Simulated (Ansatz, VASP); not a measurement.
## Si2W: VASP beside Ansatz

The input INCAR:

```
SYSTEM = Si2W
ALGO = Normal ; EDIFF = 1E-7
ENCUT = 520 ; ISIF = 2
ISMEAR = 0 ; LASPH = .TRUE.
LCHARG = .FALSE. ; LREAL = .FALSE.
LWAVE = .FALSE. ; NBANDS = 18
NELM = 80 ; PREC = Accurate
SIGMA = 0.15
```

File KPOINTS:

```
k-points
0
G
  20 20 20
  0 0 0
```

The input POSCAR:

```
Si2W
1.0
   -1.6695847835      1.6695847835      3.3957684911
    1.6695847835     -1.6695847835      3.3957684911
    1.6695847835      1.6695847835     -3.3957684911
Si W
2 1
Direct
    0.3346644983      0.3346644983      0.0000000000
    0.6653355017      0.6653355017      0.0000000000
    0.0000000000      0.0000000000      0.0000000000
```

Input for Ansatz:

```yaml
crystal:
  lattice:
    - [-1.6695847835, 1.6695847835, 3.3957684911]
    - [1.6695847835, -1.6695847835, 3.3957684911]
    - [1.6695847835, 1.6695847835, -3.3957684911]
  atoms:
    - { symbol: Si, position: [0.3346644983, 0.3346644983, 0.0] }
    - { symbol: Si, position: [0.6653355017, 0.6653355017, 0.0] }
    - { symbol: W, position: [0.0, 0.0, 0.0] }
basis:
  ecutwfc: 420
kpoints:
  mp_grid: { grid: [20, 20, 20] }
hamiltonian:
  xc: lda
  pseudopotentials: { kind: paw, azcp: { folder: soft_1 } }
scf:
  occupations: { method: gaussian, width: 0.15 }
output:
  forces: true
  stress: true
  eigenvalues: true
```

Alike in both runs: task single point; functional LDA; k mesh 20 × 20 × 20; occupations gaussian, width 0.15 eV; no spin polarisation.

```csv
,VASP,Ansatz
version,VASP 6.6.1,Ansatz 0.2.0
potentials or method,"VASP PAW LDA potentials, release 64 (Si, W_sv), cutoff 520 eV","scalar-relativistic, plane waves, PAW"
valence electrons in the cell,22,22
```

```csv
,VASP,Ansatz,Ansatz less VASP
gap on the k mesh at the Fermi level (eV),none,none,-
pressure (GPa),27.0,26.2,-0.77
"traceless stress, the component that is largest in VASP (GPa)",73.59,73.50,-0.082
rms of the force components (eV/Å),0.292,0.282,-0.0103
```

Ansatz warns that its potentials were made for another functional, while VASP's fit it. LDA's correlation is that of Perdew and Zunger in VASP and of Perdew and Wang (1992) in Ansatz. Atom by atom the forces differ by 0.010 eV/Å (rms over components). A gap of «none» marks a metal or a gap that the smearing closes.

Spin-orbit coupling is off throughout.
